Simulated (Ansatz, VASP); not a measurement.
# WSe2: VASP beside Ansatz

```
W Se
1.0
     3.27905    0.00000    0.00000
    -1.63952    2.83974    0.00000
     0.00000    0.00000   12.79003
W Se
2 4
Cartesian
  1.6395 0.9466 9.5925
  0.0000 1.8932 3.1975
  0.0000 1.8932 11.2768
  1.6395 0.9466 4.8818
  0.0000 1.8932 7.9082
  1.6395 0.9466 1.5132
```

Alike in both runs: functional PBE; dispersion D3(BJ); k mesh 9 × 9 × 2; occupations gaussian, width 0.02 eV; no spin polarisation.

Ansatz relaxed the structure, and its values are those at the end. VASP's run is a single point on that final structure, the one shown.

|  | VASP | Ansatz |
| --- | --- | --- |
| version | VASP 6.6.1 | Ansatz 0.2.0 |
| potentials or method | VASP PAW PBE potentials, release 64 (W_sv, Se), cutoff 520 eV | scalar-relativistic, plane waves, PAW |
| valence electrons in the cell | 52 | 92 |

|  | VASP | Ansatz | Ansatz less VASP |
| --- | --- | --- | --- |
| gap on the k mesh at the Fermi level (eV) | 0.99 | 1.00 | +0.005 |
| least direct gap on the mesh (eV) | 1.56 | 1.57 | +0.003 |
| pressure (GPa) | 0.3 | 0.0 | -0.33 |
| rms of the force components (eV/Å) | 0.023 | 0.000 | -0.0227 |

VASP's potentials hold 52 valence electrons a cell and Ansatz's 92, so a difference there can come from the potentials and not from the codes.

Neither program's run includes spin-orbit coupling.
